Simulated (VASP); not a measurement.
# CuO (rock salt type) (Fm-3m) in VASP: a series of runs

Runs on CuO (rock salt type). Level: r2SCAN. Tasks: single point.

All numbers are computed with VASP 6.6.1; they aren't measurements. Logs are shortened: lines on timing, memory, paths and dates and some standing lists are left out, and cuts for length are marked.

## 1. The cell of the first run

It takes space group Fm-3m (No. 225, cubic). Conventional cell: a = 4.215 Å, b = 4.215 Å, c = 4.215 Å, α = 90.00°, β = 90.00°, γ = 90.00°. Cu (site symmetry m-3m) has 6 O at 2.11 Å within 2.8 Å. O (site symmetry m-3m) has 6 Cu at 2.11 Å within 2.8 Å.

## 2. Single point, r2SCAN

Contents of POSCAR:

```
CuO
1.0
    0.0000000000      2.1075998851      2.1075998851
    2.1075998851      0.0000000000      2.1075998851
    2.1075998851      2.1075998851      0.0000000000
Cu O
1 1
Direct
    0.0000000000      0.0000000000      0.0000000000
    0.5000000000      0.5000000000      0.5000000000
```

Contents of INCAR.step1:

```
PREC     = Accurate       # precision mode
ENCUT    = 520            # plane-wave cutoff, eV
ISMEAR   = -1             # smearing method
SIGMA    = 0.1            # smearing width, eV
LREAL    = False          # projectors in reciprocal space
LASPH    = True           # aspherical terms in the spheres
NELM     = 100            # most SCF steps
NBANDS   = 16             # bands
GGA      = PE             # functional
ALGO     = Normal         # electronic algorithm
EDIFF    = 1E-4           # SCF threshold, eV
LWAVE    = True           # write WAVECAR
LCHARG   = False          # write CHGCAR
```

Contents of INCAR.step2:

```
PREC     = Accurate       # precision mode
ENCUT    = 520            # plane-wave cutoff, eV
EDIFF    = 1E-6           # SCF threshold, eV
ISMEAR   = -1             # smearing method
SIGMA    = 0.1            # smearing width, eV
LREAL    = False          # projectors in reciprocal space
LASPH    = True           # aspherical terms in the spheres
NELM     = 100            # most SCF steps
ALGO     = Normal         # electronic algorithm
ISIF     = 2              # what is computed and relaxed
LWAVE    = False          # write WAVECAR
LCHARG   = False          # write CHGCAR
METAGGA  = R2SCAN         # meta-GGA
LMIXTAU  = True         
NBANDS   = 16             # bands
ISTART   = 1
```

Contents of KPOINTS:

```
regular mesh
0
Gamma
  14 14 14
```

Potentials or basis: VASP PAW PBE potentials, release 64 (Cu, O).

Launch:

```sh
$ cat potpaw_PBE.64/Cu/POTCAR potpaw_PBE.64/O/POTCAR > POTCAR
$ cp INCAR.step1 INCAR
$ mpirun -np 1 vasp_std > vasp.out
$ cp INCAR.step2 INCAR
$ mpirun -np 1 vasp_std > vasp.out
```

OUTCAR:

```text
PREC = Accurate
   ENCUT = 520
   EDIFF = 1E-6
   ISMEAR = -1
   LREAL = False
   LASPH = True
   NELM = 100
   ISIF = 2
   METAGGA = R2SCAN
   ISTART = 1

 ion  position               nearest neighbor table
   1  0.000  0.000  0.000-   2 2.11   2 2.11   2 2.11   2 2.11   2 2.11   2 2.11
   2  0.500  0.500  0.500-   1 2.11   1 2.11   1 2.11   1 2.11   1 2.11   1 2.11

  LATTYP: Found a face centered cubic cell.
 ALAT       =     4.2151997702

  Lattice vectors:

 A1 = (   0.0000000000,   2.1075998851,   2.1075998851)
 A2 = (   2.1075998851,   0.0000000000,   2.1075998851)
 A3 = (   2.1075998851,   2.1075998851,   0.0000000000)

Analysis of symmetry for initial positions (statically):
=====================================================================
 Subroutine PRICEL returns:
 Original cell was already a primitive cell.

 Routine SETGRP: Setting up the symmetry group for a
 face centered cubic supercell.

 Subroutine GETGRP returns: Found 48 space group operations
 (whereof 48 operations were pure point group operations)
 out of a pool of 48 trial point group operations.

The static configuration has the point symmetry O_h .

Analysis of symmetry for dynamics (positions and initial velocities):
=====================================================================
 Subroutine PRICEL returns:
 Original cell was already a primitive cell.

 Routine SETGRP: Setting up the symmetry group for a
 face centered cubic supercell.

 Subroutine GETGRP returns: Found 48 space group operations
 (whereof 48 operations were pure point group operations)
 out of a pool of 48 trial point group operations.

The dynamic configuration has the point symmetry O_h .

 Subroutine INISYM returns: Found 48 space group operations
 (whereof 48 operations are pure point group operations),
 and found     1 'primitive' translations

----------------------------------------------------------------------------------------

                                     Primitive cell

  volume of cell :      18.7238

  direct lattice vectors                    reciprocal lattice vectors
     0.000000000  2.107599885  2.107599885    -0.237236680  0.237236680  0.237236680
     2.107599885  0.000000000  2.107599885     0.237236680 -0.237236680  0.237236680
     2.107599885  2.107599885  0.000000000     0.237236680  0.237236680 -0.237236680

  length of vectors
     2.980596342  2.980596342  2.980596342     0.410905984  0.410905984  0.410905984

  position of ions in fractional coordinates (direct lattice)
     0.000000000  0.000000000  0.000000000
     0.500000000  0.500000000  0.500000000

  ion indices of the primitive-cell ions
   primitive index   ion index
                 1           1
                 2           2

----------------------------------------------------------------------------------------

 KPOINTS: regular mesh

Automatic generation of k-mesh.
 Grid dimensions read from file:
 generate k-points for:   14   14   14

 Generating k-lattice:

  Cartesian coordinates                     Fractional coordinates (reciprocal lattice)
    -0.016945477  0.016945477  0.016945477     0.071428571  0.000000000  0.000000000
     0.016945477 -0.016945477  0.016945477     0.000000000  0.071428571  0.000000000
     0.016945477  0.016945477 -0.016945477     0.000000000  0.000000000  0.071428571

  Length of vectors
     0.029350427  0.029350427  0.029350427

  Shift w.r.t. Gamma in fractional coordinates (k-lattice)
     0.000000000  0.000000000  0.000000000

 Subroutine IBZKPT returns following result:
 ===========================================

 Found    104 irreducible k-points:

 Following reciprocal coordinates:
            Coordinates               Weight
  0.000000  0.000000  0.000000      1.000000
  0.071429  0.000000  0.000000      8.000000
  0.142857  0.000000  0.000000      8.000000
  0.214286  0.000000  0.000000      8.000000
  0.285714  0.000000  0.000000      8.000000
  0.357143  0.000000  0.000000      8.000000
[... 16 lines left out ...]
  0.214286  0.142857  0.000000     24.000000
  0.285714  0.142857  0.000000     24.000000
 [... further k-points ...]
   k-points           NKPTS =    104   k-points in BZ     NKDIM =    104   number of bands    NBANDS=     16
   number of dos      NEDOS =    301   number of ions     NIONS =      2
   total plane-waves  NPLWV =  13824
   dimension x,y,z NGX =    24 NGY =   24 NGZ =   24
   dimension x,y,z NGXF=    48 NGYF=   48 NGZF=   48
   ions per type =               1   1
   NGX,Y,Z   is equivalent  to a cutoff of  13.39, 13.39, 13.39 a.u.
   NGXF,Y,Z  is equivalent  to a cutoff of  26.77, 26.77, 26.77 a.u.
 SYSTEM =  unknown system
   PREC   = accura    normal or accurate (medium, high low for compatibility)
   ISTART =      1    job   : 0-new  1-cont  2-samecut
   ICHARG =      0    charge: 1-file 2-atom 10-const
   ISPIN  =      1    spin polarized calculation?
   LNONCOLLINEAR =      F non collinear calculations
   LSORBIT =      F    spin-orbit coupling
   LASPH  =      T    aspherical Exc in radial PAW
   ENCUT  =  520.0 eV  38.22 Ry    6.18 a.u.   5.54  5.54  5.54*2*pi/ulx,y,z
   NELM   =    100;   NELMIN=  2; NELMDL=  0     # of ELM steps
   EDIFF  = 0.1E-05   stopping-criterion for ELM
   LREAL  =      F    real-space projection
   EDIFFG = 0.1E-04   stopping-criterion for IOM
   NSW    =      0    number of steps for IOM
   IBRION =     -1    ionic relax: 0-MD 1-quasi-New 2-CG
   NFREE  =      0    steps in history (QN), initial steepest desc. (CG)
   ISIF   =      2    stress and relaxation
   ISYM   =      2    0-nonsym 1-usesym 2-fastsym
   POTIM  = 0.5000    time-step for ionic-motion
   TEBEG  =    0.0;   TEEND  =   0.0 temperature during run
   PSTRESS=    0.0 pullay stress
   NELECT =      17.0000    total number of electrons
   NUPDOWN=      -1.0000    fix difference up-down
   EMIN   =  10.00;   EMAX   =-10.00  energy-range for DOS
   EFERMI =   0.00;   METHOD = LEGACY
   ISMEAR =    -1;   SIGMA  =   0.10  broadening in eV -4-tet -1-fermi 0-gaus
   EFERMI_NEDOS =   21; number of points for ismear=-14 and -15
   IALGO  =     38    algorithm
   IMIX   =      4    mixing-type and parameters
     AMIX     =   0.40;   BMIX     =  1.00
     AMIX_MAG =   1.60;   BMIX_MAG =  1.00
  volume/ion in A,a.u.               =       9.36        63.18
  Fermi-wavevector in a.u.,A,eV,Ry     =   1.585233  2.995655 34.190926  2.512962
  Thomas-Fermi vector in A             =   2.684729
   LORBIT       =      0    0 simple, 1 ext, 2 COOP (PROOUT), +10 PAW based schemes
   METAGGA = R2SCAN    functional components
   LHFCALC =     F    Hartree Fock is set to
   AEXX    =    0.0000 exact exchange contribution
   IVDW    =     0    specifies the selected vdW correction
   LEPSILON=     F    determine dielectric tensor
   LRPA    =     F    only Hartree local field effects (RPA)
 non-spin polarized calculation
  energy-cutoff  :      520.00
  volume of cell :       18.72
 maximum number of plane-waves:       531
 NGX is ok and might be reduce to    24
   NGX = 11   NGY = 11   NGZ = 11

 number of electron      16.9999999 magnetization

 Free energy of the ion-electron system (eV)
  ---------------------------------------------------
  ext. energy  EPLUGINS =         0.00000000
  ---------------------------------------------------
  free energy    TOTEN  =       -17.99748977 eV

  energy without entropy =      -17.94894632  energy(sigma->0) =      -17.97321805

 E-fermi :   6.1690     XC(G=0): -13.2255

 val. band max:        6.1629059926   @ k =  -0.3571   0.2857   0.1429
 cond. band min:       6.1884964611   @ k =   0.5000   0.1429   0.0714
 fundamental gap:      0.0255904685
 Fermi energy:         6.1689779457

 k-point     1 :       0.0000    0.0000    0.0000
  band No.  band energies     occupation
      1     -14.6086      2.00000
      2       3.5025      2.00000
      3       3.5025      2.00000
      4       3.5025      2.00000
      5       3.5777      2.00000
      6       3.5777      2.00000
[... 8 lines left out ...]
     15      28.6867      0.00000
     16      28.6869      0.00000

 k-point     2 :       0.0714    0.0000    0.0000
  band No.  band energies     occupation
      1     -14.5545      2.00000
      2       2.9120      2.00000
      3       3.0510      2.00000
      4       3.0510      2.00000
      5       3.5746      2.00000
      6       3.5746      2.00000
[... 8 lines left out ...]
     15      28.3131      0.00000
     16      28.3132      0.00000

 k-point     3 :       0.1429    0.0000    0.0000
  band No.  band energies     occupation
      1     -14.3990      2.00000
      2       1.9580      2.00000
      3       2.4704      2.00000
      4       2.4705      2.00000
      5       3.6517      2.00000
      6       3.6517      2.00000
[... 8 lines left out ...]
     15      28.1197      0.00000
     16      28.1197      0.00000

 k-point     4 :       0.2143    0.0000    0.0000
  band No.  band energies     occupation
      1     -14.1637      2.00000
      2       0.9026      2.00000
      3       1.9531      2.00000
      4       1.9532      2.00000
      5       3.7660      2.00000
      6       3.7661      2.00000
[... 8 lines left out ...]
     15      28.5860      0.00000
     16      28.5861      0.00000
[... 324 lines left out ...]
 k-point    22 :       0.1429    0.1429    0.0000
  band No.  band energies     occupation
      1     -14.3366      2.00000
      2       1.3965      2.00000
      3       2.7516      2.00000
      4       2.7516      2.00000
      5       3.3729      2.00000
      6       3.9603      2.00000
[... 8 lines left out ...]
     15      30.3729      0.00000
     16      31.8201      0.00000

 k-point    23 :       0.2143    0.1429    0.0000
  band No.  band energies     occupation
      1     -14.1701      2.00000
      2       0.8266      2.00000
      3       2.3609      2.00000
      4       2.4548      2.00000
      5       3.4075      2.00000
      6       3.9512      2.00000
[... 8 lines left out ...]
     15      30.9625      0.00000
     16      32.0351      0.00000

 k-point    24 :       0.2857    0.1429    0.0000
  band No.  band energies     occupation
      1     -13.9423      2.00000
      2       0.2212      2.00000
      3       1.7911      2.00000
      4       2.0350      2.00000
      5       3.5292      2.00000
      6       4.0136      2.00000
[... 8 lines left out ...]
     15      31.0363      0.00000
     16      32.1597      0.00000

 [... further k-points ...]
[... 5 lines left out ...]
  --------------------------------------------------------------------------------------
  -------------------------------------------------------------------------------------
  Total       -0.3481090     -0.3481090     -0.3481090     -0.0000000      0.0000000     -0.0000000
  in kB      -29.7873176    -29.7873176    -29.7873176     -0.0000000      0.0000000     -0.0000000
  external PRESSURE =     -29.7873176 kB  Pullay stress =       0.0000000 kB

 VOLUME and BASIS-vectors are now :
 -----------------------------------------------------------------------------
  energy-cutoff  :      520.00
  volume of cell :       18.72
      direct lattice vectors                 reciprocal lattice vectors
     0.000000000  2.107599885  2.107599885    -0.237236680  0.237236680  0.237236680
     2.107599885  0.000000000  2.107599885     0.237236680 -0.237236680  0.237236680
     2.107599885  2.107599885  0.000000000     0.237236680  0.237236680 -0.237236680

 POSITION                                       TOTAL-FORCE (eV/Angst)
 -----------------------------------------------------------------------------------
      0.00000      0.00000      0.00000         0.000000      0.000000      0.000000
      2.10760      2.10760      2.10760        -0.000000      0.000000      0.000000
 -----------------------------------------------------------------------------------
    total drift:                                0.000000     -0.000000     -0.000000

  FREE ENERGIE OF THE ION-ELECTRON SYSTEM (eV)
  ---------------------------------------------------
  free  energy   TOTEN  =       -17.9974897716 eV

  energy  without entropy=      -17.9489463223  energy(sigma->0) =      -17.97321805
```

Wall time 97 s (1 thread of AMD EPYC 9R45 (Zen 5), shared host); peak memory 0.13 GiB.

What came out:

| Item | Value |
| --- | --- |
| Free energy | -17.9975 eV |
| Pressure | -3.0 GPa |

Levels at points of the mesh, in eV from the Fermi level:
| k point | band 7 | band 8 | band 9 | band 10 | band 11 | band 12 |
| --- | --- | --- | --- | --- | --- | --- |
| (0.00, 0.00, 0.00) | -2.59 | -2.26 | -2.26 | 1.99 | 19.02 | 19.48 |
| (0.50, 0.00, 0.00) | -1.59 | 0.74 | 0.74 | 6.36 | 10.52 | 14.62 |
| (0.50, 0.50, 0.00) | -1.86 | -1.86 | -1.51 | 6.33 | 11.53 | 12.67 |

Caveat: the PAW data sets were made with another functional, which shifts forces and pressure a little; an odd number of electrons without spin polarisation forces a metal; a magnetic or distorted state may lie lower; semilocal functionals often make such compounds metallic where correlation or magnetic order opens a gap, which also shifts bond lengths. With open d or f shells a metallic result of r2SCAN can be an artefact of self-interaction; +U or a hybrid may open a gap.

## 3. Single point, r2SCAN

This run uses another cell than the first one, of 9.65 Å³/atom, 1.031 times its volume.

Contents of POSCAR:

```
CuO
1.0
    0.0000000000      2.1288902138      2.1288902138
    2.1288902138      0.0000000000      2.1288902138
    2.1288902138      2.1288902138      0.0000000000
Cu O
1 1
Direct
    0.0000000000      0.0000000000      0.0000000000
    0.5000000000      0.5000000000      0.5000000000
```

Contents of INCAR.step1:

```
PREC = Accurate
ENCUT = 520
ISMEAR = -1
SIGMA = 0.1
LREAL = False
LASPH = True
NELM = 100
NBANDS = 16
GGA = PE
ALGO = Normal
EDIFF = 1E-4
LWAVE = True
LCHARG = False
```

Contents of INCAR.step2:

```
PREC = Accurate
ENCUT = 520
EDIFF = 1E-6
ISMEAR = -1
SIGMA = 0.1
LREAL = False
LASPH = True
NELM = 100
ALGO = Normal
ISIF = 2
LWAVE = False
LCHARG = True
METAGGA = R2SCAN
LMIXTAU = True
LELF = True
LVHAR = True
NBANDS = 16
ISTART = 1
```

Contents of KPOINTS:

```
Automatic mesh
0
Gamma
  14 14 14
```

Potentials or basis: VASP PAW PBE potentials, release 64 (Cu, O).

Launch:

```sh
$ cat potpaw_PBE.64/Cu/POTCAR potpaw_PBE.64/O/POTCAR > POTCAR
$ cp INCAR.step1 INCAR
$ mpirun -np 1 vasp_std > vasp.out
$ cp INCAR.step2 INCAR
$ mpirun -np 1 vasp_std > vasp.out
```

It took 98 s on 1 thread of AMD EPYC 9R45 (Zen 5), shared host; peak memory 0.13 GiB.

It converged, with:

| Item | Value |
| --- | --- |
| Free energy | -17.9780 eV |
| Pressure | -8.3 GPa |

Levels at points of the mesh, in eV from the Fermi level:
```csv
k point,band 6,band 7,band 8,band 9,band 10,band 11,band 12,band 13
"(0.00, 0.00, 0.00)",-2.46,-2.46,-2.18,-2.18,1.85,18.92,19.30,19.30
"(0.50, 0.00, 0.00)",-1.97,-1.54,0.72,0.72,6.32,10.24,14.46,14.46
"(0.50, 0.50, 0.00)",-1.89,-1.81,-1.81,-1.49,6.19,11.34,12.59,17.03
```

Caveat: the PAW data sets were made with another functional, which shifts forces and pressure a little; an odd number of electrons without spin polarisation forces a metal; a magnetic or distorted state may lie lower; semilocal functionals often make such compounds metallic where correlation or magnetic order opens a gap, which also shifts bond lengths.
